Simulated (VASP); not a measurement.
# ZrB2 (P6/mmm) in VASP: settings compared

ZrB2 is run at these levels: r2SCAN+U, PBE-based screened hybrid with 15 % exact exchange, b88 exchange, pbe correlation; tasks: single point.

All numbers are computed with VASP 6.6.1; they aren't measurements. Logs are shortened: lines on timing, memory, paths and dates and some standing lists are left out, and cuts for length are marked.

## Step 1: The cell of the first run

It takes space group P6/mmm (No. 191, hexagonal). Conventional cell: a = 3.174 Å, b = 3.174 Å, c = 3.611 Å, α = 90.00°, β = 90.00°, γ = 120.00°. Zr (site symmetry 6/mmm) has 12 B at 2.57 Å and 6 Zr at 3.17 Å within 3.4 Å. B (site symmetry -6m2) has 3 B at 1.83 Å within 2.4 Å.

## Step 2: Single point, r2SCAN+U

POSCAR

```
ZrB2
1.0
    3.1743664875      0.0000000000      0.0000000000
   -1.5871832438      2.7490820191      0.0000000000
    0.0000000000      0.0000000000      3.6110031436
Zr B
1 2
Direct
    0.0000000000      0.0000000000      0.0000000000
    0.6666666667      0.3333333333      0.5000000000
    0.3333333333      0.6666666667      0.5000000000
```

INCAR.step1

```
SYSTEM = ZrB2
  PREC = Accurate
  ENCUT = 910
  ISMEAR = -1
  SIGMA = 0.05
  LREAL = .FALSE.
  LASPH = .TRUE.
  NELM = 200
  LMAXMIX = 4
  LDAU = .TRUE.
  LDAUTYPE = 2
  LDAUL = 2 -1
  LDAUU = 5 0
  LDAUJ = 0 0
  NBANDS = 16
  GGA = PE
  ALGO = Normal
  EDIFF = 1E-5
  LWAVE = .TRUE.
  LCHARG = .FALSE.
  GGA_COMPAT = .FALSE.
```

INCAR.step2

```
SYSTEM = ZrB2
  PREC = Accurate
  ENCUT = 910
  EDIFF = 1E-6
  ISMEAR = -1
  SIGMA = 0.05
  LREAL = .FALSE.
  LASPH = .TRUE.
  NELM = 200
  ALGO = Normal
  ISIF = 2
  LWAVE = .FALSE.
  LCHARG = .FALSE.
  LMAXMIX = 4
  LDAU = .TRUE.
  LDAUTYPE = 2
  LDAUL = 2 -1
  LDAUU = 5 0
  LDAUJ = 0 0
  LDAUPRINT = 1
  METAGGA = R2SCAN
  LMIXTAU = .TRUE.
  NBANDS = 16
  ISTART = 1
  GGA_COMPAT = .FALSE.
```

KPOINTS

```
Automatic mesh
0
G
  10 10 8
  0 0 0
```

Potentials or basis: VASP PAW PBE potentials, release 64 (Zr_sv, B_h).

On the command line:

```sh
$ cat potpaw_PBE.64/Zr_sv/POTCAR potpaw_PBE.64/B_h/POTCAR > POTCAR
$ cp INCAR.step1 INCAR
$ mpirun -np 1 vasp_std > vasp.out
$ cp INCAR.step2 INCAR
$ mpirun -np 1 vasp_std > vasp.out
```

OUTCAR:

```text
SYSTEM = ZrB2
   PREC = Accurate
   ENCUT = 910
   EDIFF = 1E-6
   ISMEAR = -1
   LREAL = .FALSE.
   LASPH = .TRUE.
   NELM = 200
   ISIF = 2
   METAGGA = R2SCAN
   ISTART = 1

 ion  position               nearest neighbor table
   1  0.000  0.000  0.000-   2 2.57   3 2.57   2 2.57   3 2.57   2 2.57   2 2.57   3 2.57   3 2.57
                             2 2.57   2 2.57   3 2.57   3 2.57
   2  0.667  0.333  0.500-   1 2.57   1 2.57   1 2.57   1 2.57   1 2.57   1 2.57
   3  0.333  0.667  0.500-   1 2.57   1 2.57   1 2.57   1 2.57   1 2.57   1 2.57

  LATTYP: Found a hexagonal cell.
 ALAT       =     3.1743664875
 C/A-ratio  =     1.1375508020

  Lattice vectors:

 A1 = (   3.1743664875,   0.0000000000,   0.0000000000)
 A2 = (  -1.5871832438,   2.7490820191,   0.0000000000)
 A3 = (   0.0000000000,   0.0000000000,   3.6110031436)

Analysis of symmetry for initial positions (statically):
=====================================================================
 Subroutine PRICEL returns:
 Original cell was already a primitive cell.

 Routine SETGRP: Setting up the symmetry group for a
 hexagonal supercell.

 Subroutine GETGRP returns: Found 24 space group operations
 (whereof 24 operations were pure point group operations)
 out of a pool of 24 trial point group operations.

The static configuration has the point symmetry D_6h.

Analysis of symmetry for dynamics (positions and initial velocities):
=====================================================================
 Subroutine PRICEL returns:
 Original cell was already a primitive cell.

 Routine SETGRP: Setting up the symmetry group for a
 hexagonal supercell.

 Subroutine GETGRP returns: Found 24 space group operations
 (whereof 24 operations were pure point group operations)
 out of a pool of 24 trial point group operations.

The dynamic configuration has the point symmetry D_6h.

 Subroutine INISYM returns: Found 24 space group operations
 (whereof 24 operations are pure point group operations),
 and found     1 'primitive' translations

----------------------------------------------------------------------------------------

                                     Primitive cell

  volume of cell :      31.5118

  direct lattice vectors                    reciprocal lattice vectors
     3.174366487  0.000000000  0.000000000     0.315023487  0.181878895  0.000000000
    -1.587183244  2.749082019  0.000000000     0.000000000  0.363757790  0.000000000
     0.000000000  0.000000000  3.611003144     0.000000000  0.000000000  0.276931357

  length of vectors
     3.174366487  3.174366488  3.611003144     0.363757790  0.363757790  0.276931357

  position of ions in fractional coordinates (direct lattice)
     0.000000000  0.000000000  0.000000000
     0.666666667  0.333333333  0.500000000
     0.333333333  0.666666667  0.500000000

  ion indices of the primitive-cell ions
   primitive index   ion index
                 1           1
                 2           2
                 3           3

----------------------------------------------------------------------------------------

 KPOINTS: Automatic mesh

Automatic generation of k-mesh.
 Grid dimensions read from file:
 generate k-points for:   10   10    8

 Generating k-lattice:

  Cartesian coordinates                     Fractional coordinates (reciprocal lattice)
     0.031502349  0.018187890  0.000000000     0.100000000 -0.000000000  0.000000000
     0.000000000  0.036375779  0.000000000     0.000000000  0.100000000  0.000000000
     0.000000000  0.000000000  0.034616420     0.000000000  0.000000000  0.125000000

[... 45 lines left out ...]
   NGXF,Y,Z  is equivalent  to a cutoff of  33.52, 33.52, 33.15 a.u.
 SYSTEM =  ZrB2
   PREC   = accura    normal or accurate (medium, high low for compatibility)
   ISTART =      1    job   : 0-new  1-cont  2-samecut
   ICHARG =      0    charge: 1-file 2-atom 10-const
   ISPIN  =      1    spin polarized calculation?
   LNONCOLLINEAR =      F non collinear calculations
   LSORBIT =      F    spin-orbit coupling
   LASPH  =      T    aspherical Exc in radial PAW
   ENCUT  =  910.0 eV  66.88 Ry    8.18 a.u.   7.81  7.81  8.88*2*pi/ulx,y,z
   NELM   =    200;   NELMIN=  2; NELMDL=  0     # of ELM steps
   EDIFF  = 0.1E-05   stopping-criterion for ELM
   LREAL  =      F    real-space projection
   EDIFFG = 0.1E-04   stopping-criterion for IOM
   NSW    =      0    number of steps for IOM
   IBRION =     -1    ionic relax: 0-MD 1-quasi-New 2-CG
   NFREE  =      0    steps in history (QN), initial steepest desc. (CG)
   ISIF   =      2    stress and relaxation
   ISYM   =      2    0-nonsym 1-usesym 2-fastsym
   POTIM  = 0.5000    time-step for ionic-motion
   TEBEG  =    0.0;   TEEND  =   0.0 temperature during run
   PSTRESS=    0.0 pullay stress
   NELECT =      18.0000    total number of electrons
   NUPDOWN=      -1.0000    fix difference up-down
   EMIN   =  10.00;   EMAX   =-10.00  energy-range for DOS
   EFERMI =   0.00;   METHOD = LEGACY
   ISMEAR =    -1;   SIGMA  =   0.05  broadening in eV -4-tet -1-fermi 0-gaus
   EFERMI_NEDOS =   21; number of points for ismear=-14 and -15
   IALGO  =     38    algorithm
   IMIX   =      4    mixing-type and parameters
     AMIX     =   0.40;   BMIX     =  1.00
     AMIX_MAG =   1.60;   BMIX_MAG =  1.00
  volume/ion in A,a.u.               =      10.50        70.88
  Fermi-wavevector in a.u.,A,eV,Ry     =   1.358339  2.566888 25.103898  1.845084
  Thomas-Fermi vector in A             =   2.485181
   LORBIT       =      0    0 simple, 1 ext, 2 COOP (PROOUT), +10 PAW based schemes
 LDA+U is selected, type is set to LDAUTYPE =  2
   angular momentum for each species LDAUL =     2   -1
   U (eV)           for each species LDAUU =   5.0  0.0
   J (eV)           for each species LDAUJ =   0.0  0.0
   METAGGA = R2SCAN    functional components
   LHFCALC =     F    Hartree Fock is set to
   AEXX    =    0.0000 exact exchange contribution
   IVDW    =     0    specifies the selected vdW correction
   LEPSILON=     F    determine dielectric tensor
   LRPA    =     F    only Hartree local field effects (RPA)
 non-spin polarized calculation
  energy-cutoff  :      910.00
  volume of cell :       31.51
 maximum number of plane-waves:      1998
 NGX is ok and might be reduce to    32
   NGX = 15   NGY = 15   NGZ = 17

atom =   1  type =  1  l = 2

 onsite density matrix

spin component  1

  0.1665  0.0000  0.0000  0.0000 -0.0000
  0.0000  0.1425 -0.0000 -0.0000 -0.0000
  0.0000 -0.0000  0.1350  0.0000  0.0000
  0.0000 -0.0000  0.0000  0.1425  0.0000
 -0.0000 -0.0000  0.0000  0.0000  0.1665

spin component  2

  0.1665  0.0000  0.0000  0.0000 -0.0000
  0.0000  0.1425 -0.0000 -0.0000 -0.0000
  0.0000 -0.0000  0.1350  0.0000  0.0000
  0.0000 -0.0000  0.0000  0.1425  0.0000
 -0.0000 -0.0000  0.0000  0.0000  0.1665

 occupancies and eigenvectors

  o =  0.1350  v =  0.0000  0.0000 -1.0000  0.0000  0.0000  0.0000  0.0000  0.0000  0.0000  0.0000      0.0000  0.0000  0.0000  0.0000  0.0000  0.0000  0.0000  0.0000  0.0000  0.0000
  o =  0.1350  v =  0.0000  0.0000  0.0000  0.0000  0.0000  0.0000  0.0000 -1.0000  0.0000  0.0000      0.0000  0.0000  0.0000  0.0000  0.0000  0.0000  0.0000  0.0000  0.0000  0.0000
  o =  0.1425  v = -0.0000  0.6854  0.0000  0.7282  0.0000  0.0000  0.0000  0.0000  0.0000  0.0000      0.0000  0.0000  0.0000  0.0000  0.0000  0.0000  0.0000  0.0000  0.0000  0.0000
  o =  0.1425  v =  0.0000  0.0000  0.0000  0.0000  0.0000 -0.0000  0.6854  0.0000  0.7282  0.0000      0.0000  0.0000  0.0000  0.0000  0.0000  0.0000  0.0000  0.0000  0.0000  0.0000
  o =  0.1425  v =  0.0000 -0.7282 -0.0000  0.6854 -0.0000  0.0000  0.0000  0.0000  0.0000  0.0000      0.0000  0.0000  0.0000  0.0000  0.0000  0.0000  0.0000  0.0000  0.0000  0.0000
  o =  0.1425  v =  0.0000  0.0000  0.0000  0.0000  0.0000  0.0000 -0.7282 -0.0000  0.6854 -0.0000      0.0000  0.0000  0.0000  0.0000  0.0000  0.0000  0.0000  0.0000  0.0000  0.0000
  o =  0.1665  v =  0.9857 -0.0000  0.0000  0.0000  0.1683  0.0000  0.0000  0.0000  0.0000  0.0000      0.0000  0.0000  0.0000  0.0000  0.0000  0.0000  0.0000  0.0000  0.0000  0.0000
  o =  0.1665  v =  0.0000  0.0000  0.0000  0.0000  0.0000  0.9857 -0.0000  0.0000  0.0000  0.1683      0.0000  0.0000  0.0000  0.0000  0.0000  0.0000  0.0000  0.0000  0.0000  0.0000
  o =  0.1665  v =  0.1683  0.0000  0.0000 -0.0000 -0.9857  0.0000  0.0000  0.0000  0.0000  0.0000      0.0000  0.0000  0.0000  0.0000  0.0000  0.0000  0.0000  0.0000  0.0000  0.0000
  o =  0.1665  v =  0.0000  0.0000  0.0000  0.0000  0.0000  0.1683  0.0000  0.0000 -0.0000 -0.9857      0.0000  0.0000  0.0000  0.0000  0.0000  0.0000  0.0000  0.0000  0.0000  0.0000

 number of electron      18.0000000 magnetization

 Free energy of the ion-electron system (eV)
  ---------------------------------------------------
  ext. energy  EPLUGINS =         0.00000000
  ---------------------------------------------------
  free energy    TOTEN  =       -37.24410422 eV

  energy without entropy =      -37.24164201  energy(sigma->0) =      -37.24287311

 E-fermi :  11.8414     XC(G=0): -13.3326

 val. band max:       11.8242401196   @ k =   0.2000   0.2000   0.1250
 cond. band min:      11.8836279799   @ k =   0.0000   0.0000   0.2500
 fundamental gap:      0.0593878602
 Fermi energy:        11.8413540063

 k-point     1 :       0.0000    0.0000    0.0000
  band No.  band energies     occupation
      1     -39.9182      2.00000
      2     -17.3305      2.00000
      3     -16.7835      2.00000
      4     -16.7835      2.00000
      5      -2.1268      2.00000
      6       8.5707      2.00000
[... 433 lines left out ...]
      3     -17.1955      2.00000
      4     -17.0375      2.00000
      5       1.5777      2.00000
      6       3.0080      2.00000
[... 8 lines left out ...]
     15      20.0805      0.00000
     16      22.1418      0.00000

 [... further k-points ...]

------------------------ aborting loop because EDIFF is reached ----------------------------------------

  FORCE on cell =-STRESS in cart. coord.  units (eV):
  Direction    XX          YY          ZZ          XY          YZ          ZX
  --------------------------------------------------------------------------------------
  -------------------------------------------------------------------------------------
  Total        1.3527170      1.3527170      1.0675024     -0.0000000     -0.0000000     -0.0000000
  in kB       68.7772636     68.7772636     54.2758736     -0.0000000     -0.0000000     -0.0000000
  external PRESSURE =      63.9434670 kB  Pullay stress =       0.0000000 kB

 VOLUME and BASIS-vectors are now :
 -----------------------------------------------------------------------------
  energy-cutoff  :      910.00
  volume of cell :       31.51
      direct lattice vectors                 reciprocal lattice vectors
     3.174366487  0.000000000  0.000000000     0.315023487  0.181878895  0.000000000
    -1.587183244  2.749082019  0.000000000     0.000000000  0.363757790  0.000000000
     0.000000000  0.000000000  3.611003144     0.000000000  0.000000000  0.276931357

 POSITION                                       TOTAL-FORCE (eV/Angst)
 -----------------------------------------------------------------------------------
      0.00000      0.00000      0.00000        -0.000000      0.000000      0.000000
      1.58718      0.91636      1.80550         0.000000      0.000000      0.000000
     -0.00000      1.83272      1.80550        -0.000000     -0.000000      0.000000
 -----------------------------------------------------------------------------------
    total drift:                                0.000000     -0.000000      0.000000

  FREE ENERGIE OF THE ION-ELECTRON SYSTEM (eV)
  ---------------------------------------------------
  free  energy   TOTEN  =       -37.2441042189 eV

  energy  without entropy=      -37.2416420090  energy(sigma->0) =      -37.24287311
```

It took 4.1 min on 1 thread of Intel Xeon Platinum 8259CL at 2.50GHz (Skylake/Cascade Lake), shared host; peak memory 0.25 GiB.

Results:

```
Free energy            : -37.2441 eV
Pressure               : 6.4 GPa
Band gap on the k mesh : zero (bands 9 and 10 overlap by 1.23 eV)
```

Stress tensor (GPa, compression positive):
```
6.88 0.00 0.00
0.00 6.88 0.00
0.00 0.00 5.43
```

Eigenvalues of the final occupation matrices:
```tsv
site	spin	trace	eigenvalues
site 1 d	1	0.75	0.14 0.14 0.14 0.17 0.17
site 1 d	2	0.75	0.14 0.14 0.14 0.17 0.17
```

Caveat: the cell stands under pressure; the PAW data sets were made with another functional, which shifts forces and pressure a little; U without spin polarisation on a metal has little footing; the U is typed as a test and isn't derived for this compound.

## Step 3: Single point, PBE-based screened hybrid with 15 % exact exchange

This run uses another cell than the first one, of 10.25 Å³/atom.

POSCAR

```
ZrB2
1.0
    3.1700000000      0.0000000000      0.0000000000
   -1.5850000000      2.7453005300      0.0000000000
    0.0000000000      0.0000000000      3.5330000000
Zr B
1 2
Direct
    0.0000000000      0.0000000000      0.0000000000
    0.6666666667      0.3333333333      0.5000000000
    0.3333333333      0.6666666667      0.5000000000
```

INCAR.step1

```
ALGO = Normal ; EDIFF = 1E-5
ENCUT = 520 ; GGA = PE
ISIF = 2 ; ISMEAR = -1
LASPH = T ; LCHARG = F
LREAL = F ; LWAVE = T
NBANDS = 16 ; NELM = 80
PREC = Accurate ; SIGMA = 0.05
```

INCAR.step2

```
AEXX = 0.15 ; ALGO = Normal
EDIFF = 1E-6 ; ENCUT = 520
GGA = PE ; HFSCREEN = 0.2078699
ISIF = 2 ; ISMEAR = -1
ISTART = 1 ; LASPH = T
LCHARG = F ; LHFCALC = T
LREAL = F ; LWAVE = F
NBANDS = 16 ; NELM = 80
PREC = Accurate ; PRECFOCK = Normal
SIGMA = 0.05
```

KPOINTS

```
k-points
0
Gamma
  6 6 4
```

Potentials or basis: VASP PAW PBE potentials, release 64 (Zr_sv, B).

On the command line:

```sh
$ cat potpaw_PBE.64/Zr_sv/POTCAR potpaw_PBE.64/B/POTCAR > POTCAR
$ cp INCAR.step1 INCAR
$ mpirun -np 1 vasp_std > vasp.out
$ cp INCAR.step2 INCAR
$ mpirun -np 1 vasp_std > vasp.out
```

Wall time 18 min (1 thread of Intel Xeon Platinum 8488C (Sapphire Rapids), shared host); peak memory 0.26 GiB.

It converged, with:

```
Free energy            : -26.7182 eV
Pressure               : -0.8 GPa
Band gap on the k mesh : zero (bands 9 and 10 overlap by 0.73 eV)
```

Stress tensor (GPa, compression positive):
```
-0.18  0.00  0.00
 0.00 -0.18  0.00
 0.00  0.00 -2.11
```

Levels at points of the mesh, in eV from the Fermi level:
| k point | band 5 | band 6 | band 7 | band 8 | band 9 | band 10 | band 11 | band 12 | band 13 | band 14 |
| --- | --- | --- | --- | --- | --- | --- | --- | --- | --- | --- |
| (0.00, 0.00, 0.00) | -13.54 | -2.63 | -2.63 | -2.48 | -2.38 | 4.09 | 4.09 | 4.90 | 4.90 | 5.46 |
| (0.50, 0.00, 0.00) | -9.48 | -9.04 | -3.95 | -3.13 | -2.59 | 2.70 | 2.90 | 5.69 | 5.74 | 7.10 |
| (0.00, 0.00, 0.50) | -11.37 | -7.36 | -0.85 | -0.85 | 0.79 | 0.79 | 1.24 | 1.24 | 2.46 | 5.66 |
| (0.50, 0.00, 0.50) | -10.52 | -7.38 | -4.76 | -4.25 | -2.08 | 4.47 | 4.65 | 6.08 | 7.05 | 7.32 |

Caveat: the k points lie up to 0.44 Å⁻¹ apart, too coarse for converged energies and pressures of a metal; the PAW data sets were made with another functional, which shifts forces and pressure a little.

## Step 4: Single point, b88 exchange, pbe correlation

This run uses another cell than the first one, of 10.25 Å³/atom.

INCAR

```
PREC = Accurate ; ENCUT = 500
EDIFF = 1E-6 ; ISMEAR = -1
SIGMA = 0.05 ; LREAL = F
LASPH = T ; NELM = 120
ALGO = Normal ; ISIF = 2
LWAVE = F ; LCHARG = T
GGA = LIBXC ; LIBXC1 = GGA_X_B88
LIBXC2 = GGA_C_PBE ; LELF = T
LVHAR = T ; NBANDS = 16
GGA_COMPAT = F
```

KPOINTS

```
regular mesh
0
Gamma
  10 10 8
```

POSCAR is that of step 3.

On the command line:

```sh
$ cat potpaw_PBE.64/Zr_sv/POTCAR potpaw_PBE.64/B/POTCAR > POTCAR
$ mpirun -np 1 vasp_std > vasp.out
```

Wall time 12 s (1 thread of Intel Xeon 6975P-C (Granite Rapids), shared host); peak memory 0.16 GiB.

Results (log left out):

| Item | Value |
| --- | --- |
| Free energy | -24.7402 eV |
| Pressure | 1.4 GPa |
| Band gap on the k mesh | zero (bands 9 and 10 overlap by 0.81 eV) |

Stress tensor (GPa, compression positive):
```
0.93 0.00 0.00
0.00 0.93 0.00
0.00 0.00 2.32
```

Levels at points of the mesh, in eV from the Fermi level:
```csv
k point,band 5,band 6,band 7,band 8,band 9,band 10,band 11,band 12,band 13,band 14
"(0.00, 0.00, 0.00)",-12.64,-2.55,-2.55,-2.49,-2.25,3.46,3.46,4.24,4.24,4.94
"(0.50, 0.00, 0.00)",-8.87,-8.44,-3.81,-2.96,-2.59,2.33,2.37,4.98,5.06,6.63
"(0.00, 0.00, 0.50)",-10.62,-6.86,-0.88,-0.88,0.42,0.42,0.85,0.85,1.91,5.14
"(0.50, 0.00, 0.50)",-9.85,-6.91,-4.52,-4.04,-1.91,3.81,4.18,5.34,6.29,6.53
```

Caveat: the PAW data sets were made with another functional, which shifts forces and pressure a little.

## Step 5: Summary

```tsv
level	potentials or basis	U	cell	k mesh	cutoff (eV)	grid for exact exchange (PRECFOCK)	share of exact exchange	screening parameter	gap on the mesh (eV)	pressure (GPa)
r2SCAN+U	VASP PAW PBE potentials, release 64 (Zr_sv, B_h)	Zr d U = 5.0 eV	a = 3.174, b = 3.174, c = 3.611 Å, angles 90.0, 90.0, 120.0°, 3 atoms	10 × 10 × 8	910	-	-	-	none	6.4
PBE-based screened hybrid with 15 % exact exchange	VASP PAW PBE potentials, release 64 (Zr_sv, B)	-	a = 3.170, b = 3.170, c = 3.533 Å, angles 90.0, 90.0, 120.0°, 3 atoms	6 × 6 × 4	520	Normal	0.15	0.20787 1/Å	none	-0.8
b88 exchange, pbe correlation	VASP PAW PBE potentials, release 64 (Zr_sv, B)	-	a = 3.170, b = 3.170, c = 3.533 Å, angles 90.0, 90.0, 120.0°, 3 atoms	10 × 10 × 8	500	-	-	-	none	1.4
```

Alike in all rows: task single point; no spin polarisation; smearing fermi-dirac 0.05 eV.

Caveats: some runs use coarse meshes; the PAW data sets were made with another functional, which shifts forces and pressure a little; the cell stands under pressure (at least some runs); U without spin polarisation on a metal has little footing (at least some runs); the U is typed as a test and isn't derived for this compound (at least some runs).

Absolute energies hang on the potentials; compare differences alone.
